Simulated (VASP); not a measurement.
# ZnS (Cmc2_1) in VASP: further runs, part 2 of 2

VASP 6.6.1. Earlier steps stand in the parts before.

## (3) Single point, PBEsol (atoms displaced along a vibrational mode)

Contents of INCAR:

```
PREC = Accurate ; ENCUT = 520
EDIFF = 1E-6 ; ISMEAR = 0
SIGMA = 0.05 ; LREAL = F
LASPH = T ; NELM = 60
ALGO = Normal ; ISIF = 2
LWAVE = F ; LCHARG = F
GGA = PS ; NBANDS = 26
```

Contents of KPOINTS:

```
Automatic mesh
0
Gamma
  9 9 6
```

Contents of POSCAR:

```
ZnS
1.0
    3.7814465092      0.0000000000      0.0000000000
   -1.8907232546      3.2748287400      0.0000000000
    0.0000000000      0.0000000000      6.2087146531
Zn S
2 2
Direct
    0.3634112421      0.7268224842      0.0054424479
    0.6365887579      0.2731775158      0.5054424479
    0.3081784276      0.6163568551      0.3795575521
    0.6918215724      0.3836431449      0.8795575521
```

Potentials or basis: VASP PAW PBE potentials, release 64 (Zn, S).

Started as:

```console
cat potpaw_PBE.64/Zn/POTCAR potpaw_PBE.64/S/POTCAR > POTCAR
mpirun -np 1 vasp_std > vasp.out
```

OUTCAR:

```text
PREC = Accurate
   ENCUT = 520
   EDIFF = 1E-6
   ISMEAR = 0
   LREAL = F
   LASPH = T
   NELM = 60
   ISIF = 2
   GGA = PS

 ion  position               nearest neighbor table
   1  0.363  0.727  0.005-   4 2.29   4 2.33   4 2.33   3 2.35
   2  0.637  0.273  0.505-   3 2.29   3 2.33   3 2.33   4 2.35
   3  0.308  0.616  0.380-   2 2.29   2 2.33   2 2.33   1 2.35
   4  0.692  0.384  0.880-   1 2.29   1 2.33   1 2.33   2 2.35

  LATTYP: Found a hexagonal cell.
 ALAT       =     3.7814465092
 C/A-ratio  =     1.6418887952

  Lattice vectors:

 A1 = (   3.7814465092,   0.0000000000,   0.0000000000)
 A2 = (  -1.8907232546,   3.2748287400,   0.0000000000)
 A3 = (   0.0000000000,   0.0000000000,   6.2087146531)

Analysis of symmetry for initial positions (statically):
=====================================================================
 Subroutine PRICEL returns:
 Original cell was already a primitive cell.

 Routine SETGRP: Setting up the symmetry group for a
 hexagonal supercell.

 Subroutine GETGRP returns: Found  4 space group operations
 (whereof  2 operations were pure point group operations)
 out of a pool of 24 trial point group operations.

The static configuration has the point symmetry C_1h.
 The point group associated with its full space group is C_2v.

Analysis of symmetry for dynamics (positions and initial velocities):
=====================================================================
 Subroutine PRICEL returns:
 Original cell was already a primitive cell.

 Routine SETGRP: Setting up the symmetry group for a
 hexagonal supercell.

 Subroutine GETGRP returns: Found  4 space group operations
 (whereof  2 operations were pure point group operations)
 out of a pool of 24 trial point group operations.

The dynamic configuration has the point symmetry C_1h.
 The point group associated with its full space group is C_2v.

 Subroutine INISYM returns: Found  4 space group operations
 (whereof  2 operations are pure point group operations),
 and found     1 'primitive' translations

----------------------------------------------------------------------------------------

                                     Primitive cell

  volume of cell :      76.8862

  direct lattice vectors                    reciprocal lattice vectors
     3.781446509  0.000000000  0.000000000     0.264449067  0.152679740  0.000000000
    -1.890723255  3.274828740  0.000000000     0.000000000  0.305359480  0.000000000
     0.000000000  0.000000000  6.208714653     0.000000000  0.000000000  0.161063933

  length of vectors
     3.781446509  3.781446509  6.208714653     0.305359480  0.305359480  0.161063933

  position of ions in fractional coordinates (direct lattice)
     0.363411242  0.726822484  0.005442448
     0.636588758  0.273177516  0.505442448
     0.308178428  0.616356855  0.379557552
     0.691821572  0.383643145  0.879557552

  ion indices of the primitive-cell ions
   primitive index   ion index
                 1           1
                 2           2
                 3           3
                 4           4

----------------------------------------------------------------------------------------

 KPOINTS: Automatic mesh

Automatic generation of k-mesh.
 Grid dimensions read from file:
 generate k-points for:    9    9    6

 Generating k-lattice:

  Cartesian coordinates                     Fractional coordinates (reciprocal lattice)
     0.029383230  0.016964416  0.000000000     0.111111111  0.000000000  0.000000000
     0.000000000  0.033928831  0.000000000     0.000000000  0.111111111  0.000000000
     0.000000000  0.000000000  0.026843989     0.000000000  0.000000000  0.166666667

  Length of vectors
     0.033928831  0.033928831  0.026843989

  Shift w.r.t. Gamma in fractional coordinates (k-lattice)
     0.000000000  0.000000000  0.000000000

 Subroutine IBZKPT returns following result:
 ===========================================

 Found    100 irreducible k-points:

 Following reciprocal coordinates:
            Coordinates               Weight
  0.000000  0.000000  0.000000      1.000000
  0.111111  0.000000  0.000000      4.000000
  0.000000  0.111111  0.000000      2.000000
  0.222222  0.000000  0.000000      4.000000
  0.000000  0.222222  0.000000      2.000000
  0.333333  0.000000  0.000000      4.000000
[... 16 lines left out ...]
 -0.222222 -0.444444  0.000000      4.000000
  0.444444  0.333333  0.000000      4.000000
 [... further k-points ...]
   k-points           NKPTS =    100   k-points in BZ     NKDIM =    100   number of bands    NBANDS=     26
   number of dos      NEDOS =    301   number of ions     NIONS =      4
   total plane-waves  NPLWV =  37632
   dimension x,y,z NGX =    28 NGY =   28 NGZ =   48
   dimension x,y,z NGXF=    56 NGYF=   56 NGZF=   96
   ions per type =               2   2
   NGX,Y,Z   is equivalent  to a cutoff of  12.31, 12.31, 12.85 a.u.
   NGXF,Y,Z  is equivalent  to a cutoff of  24.62, 24.62, 25.71 a.u.
 SYSTEM =  unknown system
   PREC   = accura    normal or accurate (medium, high low for compatibility)
   ISTART =      0    job   : 0-new  1-cont  2-samecut
   ICHARG =      2    charge: 1-file 2-atom 10-const
   ISPIN  =      1    spin polarized calculation?
   LNONCOLLINEAR =      F non collinear calculations
   LSORBIT =      F    spin-orbit coupling
   LASPH  =      T    aspherical Exc in radial PAW
   ENCUT  =  520.0 eV  38.22 Ry    6.18 a.u.   7.03  7.03 11.54*2*pi/ulx,y,z
   NELM   =     60;   NELMIN=  2; NELMDL= -5     # of ELM steps
   EDIFF  = 0.1E-05   stopping-criterion for ELM
   LREAL  =      F    real-space projection
   EDIFFG = 0.1E-04   stopping-criterion for IOM
   NSW    =      0    number of steps for IOM
   IBRION =     -1    ionic relax: 0-MD 1-quasi-New 2-CG
   NFREE  =      0    steps in history (QN), initial steepest desc. (CG)
   ISIF   =      2    stress and relaxation
   ISYM   =      2    0-nonsym 1-usesym 2-fastsym
   POTIM  = 0.5000    time-step for ionic-motion
   TEBEG  =    0.0;   TEEND  =   0.0 temperature during run
   PSTRESS=    0.0 pullay stress
   NELECT =      36.0000    total number of electrons
   NUPDOWN=      -1.0000    fix difference up-down
   EMIN   =  10.00;   EMAX   =-10.00  energy-range for DOS
   EFERMI =   0.00;   METHOD = LEGACY
   ISMEAR =     0;   SIGMA  =   0.05  broadening in eV -4-tet -1-fermi 0-gaus
   EFERMI_NEDOS =   21; number of points for ismear=-14 and -15
   IALGO  =     38    algorithm
   IMIX   =      4    mixing-type and parameters
     AMIX     =   0.40;   BMIX     =  1.00
     AMIX_MAG =   1.60;   BMIX_MAG =  1.00
  volume/ion in A,a.u.               =      19.22       129.71
  Fermi-wavevector in a.u.,A,eV,Ry     =   1.271236  2.402288 21.987579  1.616041
  Thomas-Fermi vector in A             =   2.404180
   LORBIT       =      0    0 simple, 1 ext, 2 COOP (PROOUT), +10 PAW based schemes
   GGA     = PS    functional components
   LHFCALC =     F    Hartree Fock is set to
   AEXX    =    0.0000 exact exchange contribution
   IVDW    =     0    specifies the selected vdW correction
   LEPSILON=     F    determine dielectric tensor
   LRPA    =     F    only Hartree local field effects (RPA)
 non-spin polarized calculation
 Gauss-broadening in eV      SIGMA  =   0.05
  energy-cutoff  :      520.00
  volume of cell :       76.89
 maximum number of plane-waves:      2087
   NGX = 15   NGY = 15   NGZ = 23

 number of electron      36.0000003 magnetization

 Free energy of the ion-electron system (eV)
  ---------------------------------------------------
  ext. energy  EPLUGINS =         0.00000000
  ---------------------------------------------------
  free energy    TOTEN  =       -15.10397696 eV

  energy without entropy =      -15.10397696  energy(sigma->0) =      -15.10397696

 E-fermi :   2.5829     XC(G=0):  -9.9776

 val. band max:        2.3461632913   @ k =   0.0000   0.0000   0.0000
 cond. band min:       4.3812123299   @ k =   0.0000   0.0000   0.0000
 fundamental gap:      2.0350490386
 Fermi energy:         2.5829145814

 k-point     1 :       0.0000    0.0000    0.0000
  band No.  band energies     occupation
      1     -11.0702      2.00000
      2     -10.0656      2.00000
      3      -4.2422      2.00000
      4      -4.2246      2.00000
      5      -4.1409      2.00000
      6      -4.1282      2.00000
[... 18 lines left out ...]
     25      10.1271      0.00000
     26      11.1857      0.00000
[... 644 lines left out ...]
      4      -4.0546      2.00000
      5      -3.9264      2.00000
      6      -3.8916      2.00000
[... 18 lines left out ...]
     25      11.5024      0.00000
     26      12.0697      0.00000

 [... further k-points ...]
[... 5 lines left out ...]
  --------------------------------------------------------------------------------------
  -------------------------------------------------------------------------------------
  Total        0.3214547     -0.1749975     -0.3311137      0.0000000      0.0000000      0.0000000
  in kB        6.6985707     -3.6466503     -6.8998477      0.0000000      0.0000000      0.0000000
  external PRESSURE =      -1.2826424 kB  Pullay stress =       0.0000000 kB

 VOLUME and BASIS-vectors are now :
 -----------------------------------------------------------------------------
  energy-cutoff  :      520.00
  volume of cell :       76.89
      direct lattice vectors                 reciprocal lattice vectors
     3.781446509  0.000000000  0.000000000     0.264449067  0.152679740  0.000000000
    -1.890723255  3.274828740  0.000000000     0.000000000  0.305359480  0.000000000
     0.000000000  0.000000000  6.208714653     0.000000000  0.000000000  0.161063933

 POSITION                                       TOTAL-FORCE (eV/Angst)
 -----------------------------------------------------------------------------------
      0.00000      2.38022      0.03379        -0.000000     -0.265273      0.094992
      1.89072      0.89461      3.13815         0.000000      0.265273      0.094992
      0.00000      2.01846      2.35656        -0.000000      0.087250     -0.094992
      1.89072      1.25637      5.46092         0.000000     -0.087250     -0.094992
 -----------------------------------------------------------------------------------
    total drift:                                0.000000      0.000000     -0.000063

  FREE ENERGIE OF THE ION-ELECTRON SYSTEM (eV)
  ---------------------------------------------------
  free  energy   TOTEN  =       -15.1039769635 eV

  energy  without entropy=      -15.1039769635  energy(sigma->0) =      -15.10397696
```

OSZICAR:

```text
N       E                     dE             d eps       ncg     rms          rms(c)
DAV:   1     0.242634898363E+03    0.24263E+03   -0.17036E+04  5200   0.168E+03
DAV:   2     0.834771054256E+01   -0.23429E+03   -0.22411E+03  5360   0.350E+02
DAV:   3    -0.153445412440E+02   -0.23692E+02   -0.23454E+02  6260   0.111E+02
DAV:   4    -0.159205167533E+02   -0.57598E+00   -0.57473E+00  6066   0.174E+01
DAV:   5    -0.159292429944E+02   -0.87262E-02   -0.87242E-02  6398   0.213E+00    0.987E+00
DAV:   6    -0.151167626425E+02    0.81248E+00   -0.17909E+00  6998   0.406E+01    0.755E+00
DAV:   7    -0.151139079497E+02    0.28547E-02   -0.12128E+00  5502   0.684E+00    0.329E+00
DAV:   8    -0.151042683380E+02    0.96396E-02   -0.30727E-02  6830   0.173E+00    0.852E-01
DAV:   9    -0.151037824678E+02    0.48587E-03   -0.97058E-03  7110   0.148E+00    0.213E-01
DAV:  10    -0.151038681752E+02   -0.85707E-04   -0.52579E-04  6274   0.318E-01    0.106E-01
DAV:  11    -0.151039779582E+02   -0.10978E-03   -0.17598E-04  5424   0.922E-02    0.360E-02
DAV:  12    -0.151039769635E+02    0.99472E-06   -0.79956E-06  6654   0.631E-02
   1 F= -.15103977E+02 E0= -.15103977E+02  d E =-.106334E-13
```

Wall time 2.6 min (1 thread of Intel Xeon Platinum 8259CL at 2.50GHz (Skylake/Cascade Lake), shared host); peak memory 0.3 GiB.

Results:

```
Free energy            : -15.1040 eV
Pressure               : -0.1 GPa
Largest force          : 0.282 eV/Å
Band gap on the k mesh : 2.04 eV
```

Forces in eV/Å, atoms in the order of the input:
```
Zn   0.000 -0.265  0.095
Zn   0.000  0.265  0.095
S    0.000  0.087 -0.095
S    0.000 -0.087 -0.095
```

Levels at points of the mesh, in eV from the valence-band top:
```
           k point  band 16  band 17  band 18  band 19  band 20  band 21
(0.00, 0.00, 0.00)    -0.21    -0.12     0.00     2.03     2.99     5.81
(0.00, 0.00, 0.50)    -0.61    -0.50    -0.50     3.42     3.42     6.32
```

Caveat: the cell differs from its parent crystal (atoms displaced along a vibrational mode); the PAW data sets were made with another functional, which shifts forces and pressure a little.

## (4) Single point, PBEsol (atoms displaced along a vibrational mode)

Contents of INCAR:

```
SYSTEM = ZnS
PREC = Accurate
ENCUT = 520
EDIFF = 1E-7
ISMEAR = 0
SIGMA = 0.05
LREAL = .False.
LASPH = .True.
NELM = 100
ALGO = Normal
ISIF = 2
LWAVE = .False.
LCHARG = .True.
GGA = PS
LELF = .True.
LVHAR = .True.
NBANDS = 26
```

Contents of KPOINTS:

```
Automatic mesh
0
Gamma
  9 9 6
  0 0 0
```

Contents of POSCAR:

```
ZnS
1.0
    3.7814465092      0.0000000000      0.0000000000
   -1.8907232546      3.2748287400      0.0000000000
    0.0000000000      0.0000000000      6.2087146531
Zn S
2 2
Direct
    0.3182943790      0.6365887579      0.0054424479
    0.6817056210      0.3634112421      0.5054424479
    0.3459107862      0.6918215724      0.3795575521
    0.6540892138      0.3081784276      0.8795575521
```

Started as:

```console
cat potpaw_PBE.64/Zn/POTCAR potpaw_PBE.64/S/POTCAR > POTCAR
mpirun -np 1 vasp_std > vasp.out
```

It took 2.9 min on 1 thread of Intel Xeon Platinum 8259CL at 2.50GHz (Skylake/Cascade Lake), shared host; peak memory 0.3 GiB.

Results (log left out):

| Quantity | Value |
| --- | --- |
| Free energy | -15.1527 eV |
| Pressure | 0.1 GPa |
| Largest force | 0.112 eV/Å |
| Band gap on the k mesh | 2.13 eV |

Forces in eV/Å, atoms in the order of the input:
```
Zn   0.000  0.109  0.027
Zn   0.000 -0.109  0.027
S    0.000 -0.051 -0.027
S    0.000  0.051 -0.027
```

Stress tensor (GPa, compression positive):
```
 0.05  0.00  0.00
 0.00  0.36  0.00
 0.00  0.00 -0.06
```

Levels at points of the mesh, in eV from the valence-band top:
```tsv
k point	band 15	band 16	band 17	band 18	band 19	band 20	band 21	band 22
(0.00, 0.00, 0.00)	-0.92	-0.10	-0.06	0.00	2.13	3.02	6.02	6.38
(0.00, 0.00, 0.50)	-0.53	-0.53	-0.49	-0.49	3.48	3.48	6.53	6.53
```

Caveat: the cell differs from its parent crystal (atoms displaced along a vibrational mode); the PAW data sets were made with another functional, which shifts forces and pressure a little.

## (5) Single point, PBEsol (atoms displaced along a vibrational mode)

Contents of INCAR:

```
SYSTEM = ZnS
ALGO = Normal ; EDIFF = 1E-6
ENCUT = 520 ; GGA = PS
ISIF = 2 ; ISMEAR = 0
LASPH = .TRUE. ; LCHARG = .FALSE.
LREAL = .FALSE. ; LWAVE = .FALSE.
NBANDS = 26 ; NELM = 60
PREC = Accurate ; SIGMA = 0.05
```

Contents of KPOINTS:

```
k-points
0
G
  9 9 6
  0 0 0
```

Contents of POSCAR:

```
ZnS
1.0
    3.7814465092      0.0000000000      0.0000000000
   -1.8907232546      3.2748287400      0.0000000000
    0.0000000000      0.0000000000      6.2087146531
Zn S
2 2
Direct
    0.3483722877      0.6967445754      0.0054424479
    0.6516277123      0.3032554246      0.5054424479
    0.3207558805      0.6415117609      0.3795575521
    0.6792441195      0.3584882391      0.8795575521
```

Potentials or basis: VASP PAW PBE potentials, release 64 (Zn, S).

Started as:

```console
cat potpaw_PBE.64/Zn/POTCAR potpaw_PBE.64/S/POTCAR > POTCAR
mpirun -np 1 vasp_std > vasp.out
```

OUTCAR:

```text
SYSTEM = ZnS
   EDIFF = 1E-6
   ENCUT = 520
   GGA = PS
   ISIF = 2
   ISMEAR = 0
   LASPH = .TRUE.
   LREAL = .FALSE.
   NELM = 60
   PREC = Accurate

 ion  position               nearest neighbor table
   1  0.348  0.697  0.005-   4 2.30   4 2.33   4 2.33   3 2.33
   2  0.652  0.303  0.505-   3 2.30   3 2.33   3 2.33   4 2.33
   3  0.321  0.642  0.380-   2 2.30   2 2.33   2 2.33   1 2.33
   4  0.679  0.358  0.880-   1 2.30   1 2.33   1 2.33   2 2.33

  LATTYP: Found a hexagonal cell.
[... 889 lines left out ...]
     25      11.5888      0.00000
     26      11.9140      0.00000

 [... further k-points ...]
[... 5 lines left out ...]
  --------------------------------------------------------------------------------------
  -------------------------------------------------------------------------------------
  Total        0.1995948     -0.0134695     -0.0333911      0.0000000      0.0000000      0.0000000
  in kB        4.1592171     -0.2806825     -0.6958132      0.0000000      0.0000000      0.0000000
  external PRESSURE =       1.0609071 kB  Pullay stress =       0.0000000 kB

 VOLUME and BASIS-vectors are now :
 -----------------------------------------------------------------------------
  energy-cutoff  :      520.00
  volume of cell :       76.89
      direct lattice vectors                 reciprocal lattice vectors
     3.781446509  0.000000000  0.000000000     0.264449067  0.152679740  0.000000000
    -1.890723255  3.274828740  0.000000000     0.000000000  0.305359480  0.000000000
     0.000000000  0.000000000  6.208714653     0.000000000  0.000000000  0.161063933

 POSITION                                       TOTAL-FORCE (eV/Angst)
 -----------------------------------------------------------------------------------
      0.00000      2.28172      0.03379        -0.000000     -0.120334      0.026861
      1.89072      0.99311      3.13815         0.000000      0.120334      0.026861
      0.00000      2.10084      2.35656        -0.000000      0.043151     -0.026861
      1.89072      1.17399      5.46092         0.000000     -0.043151     -0.026861
 -----------------------------------------------------------------------------------
    total drift:                               -0.000000     -0.000000     -0.000752

  FREE ENERGIE OF THE ION-ELECTRON SYSTEM (eV)
  ---------------------------------------------------
  free  energy   TOTEN  =       -15.1522047079 eV

  energy  without entropy=      -15.1522047079  energy(sigma->0) =      -15.15220471
```

OSZICAR:

```text
N       E                     dE             d eps       ncg     rms          rms(c)
DAV:   1     0.243932025291E+03    0.24393E+03   -0.17017E+04  5200   0.168E+03
DAV:   2     0.842896820771E+01   -0.23550E+03   -0.22484E+03  5352   0.351E+02
DAV:   3    -0.153813871067E+02   -0.23810E+02   -0.23573E+02  6252   0.112E+02
DAV:   4    -0.159620955136E+02   -0.58071E+00   -0.57949E+00  6078   0.175E+01
DAV:   5    -0.159708704827E+02   -0.87750E-02   -0.87730E-02  6318   0.214E+00    0.992E+00
DAV:   6    -0.151643686329E+02    0.80650E+00   -0.17772E+00  6958   0.406E+01    0.759E+00
DAV:   7    -0.151621201547E+02    0.22485E-02   -0.12220E+00  5500   0.683E+00    0.329E+00
DAV:   8    -0.151524895352E+02    0.96306E-02   -0.30332E-02  6794   0.173E+00    0.857E-01
DAV:   9    -0.151520035499E+02    0.48599E-03   -0.99315E-03  7086   0.147E+00    0.217E-01
DAV:  10    -0.151520880876E+02   -0.84538E-04   -0.52104E-04  6258   0.314E-01    0.111E-01
DAV:  11    -0.151522040854E+02   -0.11600E-03   -0.18117E-04  5418   0.957E-02    0.401E-02
DAV:  12    -0.151522030048E+02    0.10806E-05   -0.98032E-06  6594   0.679E-02    0.991E-03
DAV:  13    -0.151522048598E+02   -0.18550E-05   -0.39416E-06  5062   0.120E-02    0.261E-03
DAV:  14    -0.151522047079E+02    0.15190E-06   -0.23380E-07  2984   0.685E-03
   1 F= -.15152205E+02 E0= -.15152205E+02  d E =-.134918E-12
```

It took 2.6 min on 1 thread of Intel Xeon Platinum 8259CL at 2.50GHz (Skylake/Cascade Lake), shared host; peak memory 0.3 GiB.

Results:

```
Free energy            : -15.1522 eV
Pressure               : 0.1 GPa
Largest force          : 0.123 eV/Å
Band gap on the k mesh : 2.11 eV
```

Forces on the atoms (eV/Å):
```
Zn   0.000 -0.120  0.027
Zn   0.000  0.120  0.027
S    0.000  0.043 -0.027
S    0.000 -0.043 -0.027
```

Levels at points of the mesh, in eV from the valence-band top:
| k point | band 15 | band 16 | band 17 | band 18 | band 19 | band 20 | band 21 | band 22 |
| --- | --- | --- | --- | --- | --- | --- | --- | --- |
| (0.00, 0.00, 0.00) | -0.94 | -0.12 | -0.09 | 0.00 | 2.11 | 3.00 | 5.99 | 6.37 |
| (0.00, 0.00, 0.50) | -0.55 | -0.55 | -0.50 | -0.50 | 3.47 | 3.47 | 6.50 | 6.50 |

Caveat: the cell differs from its parent crystal (atoms displaced along a vibrational mode); the PAW data sets were made with another functional, which shifts forces and pressure a little.

## (6) Overview

```tsv
cell	gap on the mesh (eV)	pressure (GPa)	largest force (eV/Å)
as given, atomic positions A	2.10	-0.2	0.24
as given, atomic positions B	2.04	-0.1	0.28
as given, atomic positions C	2.13	0.1	0.11
as given, atomic positions D	2.11	0.1	0.12
```

Alike in all rows: task single point; level PBEsol; potentials or basis VASP PAW PBE potentials, release 64 (Zn, S); no spin polarisation; k mesh 9 × 9 × 6; cutoff (eV) 520; smearing gaussian 0.05 eV.

Caveats: the PAW data sets were made with another functional, which shifts forces and pressure a little.

Total energies depend on the potentials used, so only differences within one code and one set of settings carry meaning.
